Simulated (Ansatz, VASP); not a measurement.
## Two plane-wave programs on La

INCAR

```
SYSTEM = La
PREC = Accurate
ENCUT = 520
EDIFF = 1E-6
ISMEAR = -1
SIGMA = 0.05
LREAL = .False.
LASPH = .True.
NELM = 80
ALGO = Normal
ISIF = 2
LWAVE = .False.
LCHARG = .True.
LELF = .True.
LVHAR = .True.
NBANDS = 18
```

File KPOINTS:

```
regular mesh
0
Gamma
  11 11 11
  0 0 0
```

POSCAR

```
La
1.0
    0.0000000000      2.7465441524      2.7465441524
    2.7465441524      0.0000000000      2.7465441524
    2.7465441524      2.7465441524      0.0000000000
La
2
Direct
   -0.1250000000     -0.1250000000     -0.1250000000
    0.1250000000      0.1250000000      0.1250000000
```

Input for Ansatz:

```yaml
crystal:
  lattice:
    - [0.0, 2.7465441524, 2.7465441524]
    - [2.7465441524, 0.0, 2.7465441524]
    - [2.7465441524, 2.7465441524, 0.0]
  atoms:
    - { symbol: La, position: [-0.125, -0.125, -0.125] }
    - { symbol: La, position: [0.125, 0.125, 0.125] }
kpoints:
  mp_grid: { grid: [11, 11, 11] }
scf:
  occupations: { method: fermi_dirac, width: 0.05 }
hamiltonian:
  xc: lda
  pseudopotentials: { kind: paw }
output:
  forces: true
  stress: true
  eigenvalues: true
  populations: true
  write_density: true
  write_potential: true
  elf: true
  volumetric_format: npy
```

Change from the starting cell: volume scaled by 0.6, PAW files.

Alike in both runs: task single point; functional LDA; k mesh 11 × 11 × 11; occupations fermi-dirac, width 0.05 eV; no spin polarisation.

|  | VASP | Ansatz |
| --- | --- | --- |
| version | VASP 6.6.1 | Ansatz 0.2.0 |
| potentials or method | VASP PAW LDA potentials, release 64 (La) | PAW with Ansatz's default frozen-core files, scalar-relativistic |
| plane-wave cutoff (eV) | 520 | 420 |
| valence electrons in the cell | 22 | 22 |

|  | VASP | Ansatz | Ansatz less VASP |
| --- | --- | --- | --- |
| pressure (GPa) | 107.0 | 107.2 | +0.19 |

LDA's correlation is that of Perdew and Zunger in VASP and of Perdew and Wang (1992) in Ansatz. Both programs put the cell under a high pressure, so it lies far from rest at this level.

Neither program's run includes spin-orbit coupling. Noted on VASP's run: the cell as given lies far from equilibrium.
